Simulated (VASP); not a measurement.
Ca2Sb3: single point with PBE

Crystal: Ca2Sb3.

```
Ca Sb
1.0
     3.24298    1.87234    9.64812
    -3.24298    1.87234    9.64812
     0.00000   -3.74467    9.64812
Ca Sb
4 6
Direct
  0.34338 0.34338 0.34338
  0.15662 0.15662 0.15662
  0.65662 0.65662 0.65662
  0.84338 0.84338 0.84338
  0.52333 0.97667 0.25000
  0.25000 0.52333 0.97667
  0.97667 0.25000 0.52333
  0.47667 0.02333 0.75000
  0.75000 0.47667 0.02333
  0.02333 0.75000 0.47667
```

```yaml
Program: VASP 6.6.1
Task: single point
Functional: PBE
Potentials_or_basis: VASP PAW PBE potentials, release 64 (Ca_sv, Sb)
Cutoff: 520 eV
k_mesh: 6 × 6 × 6
Occupations: gaussian, width 0.1 eV
Spin: no spin polarisation
Dipole_correction: no
Further_INCAR_settings: ALGO = Normal; EDIFF = 1e-06; NBANDS = 46
```

```json
{
  "Pressure": "0.1 GPa",
  "Largest force": "0.011 eV/Å",
  "Band gap on the k mesh": "zero (bands 35 and 36 overlap by 1.80 eV)"
}
```

Forces on the atoms (eV/Å):
```
Ca   0.000  0.000  0.005
Ca   0.000  0.000 -0.005
Ca   0.000  0.000 -0.005
Ca   0.000  0.000  0.005
Sb   0.011  0.000  0.000
Sb  -0.006  0.010  0.000
Sb  -0.006 -0.010  0.000
Sb  -0.011  0.000  0.000
Sb   0.006 -0.010  0.000
Sb   0.006  0.010  0.000
```

Levels at points of the mesh, in eV from the Fermi level:
```tsv
k point	band 32	band 33	band 34	band 35	band 36	band 37	band 38	band 39
(0.00, 0.00, 0.00)	-1.49	-1.36	-1.36	-1.22	-1.21	0.30	1.61	1.61
(0.50, 0.00, 0.00)	-1.86	-1.23	-1.23	-0.27	-0.27	0.62	0.62	1.01
(0.50, 0.50, 0.00)	-1.83	-1.39	-1.17	-0.29	-0.18	0.53	0.84	0.99
(0.50, 0.50, 0.50)	-1.44	-1.44	-1.44	-1.16	-1.16	1.10	1.10	1.94
```

Wall time 50 min on 1 thread of Intel Xeon 8259CL, with other jobs on the host, peak memory 1.2 GiB.

Caveat: spin-orbit coupling is left out, which moves the levels of the heavy elements.
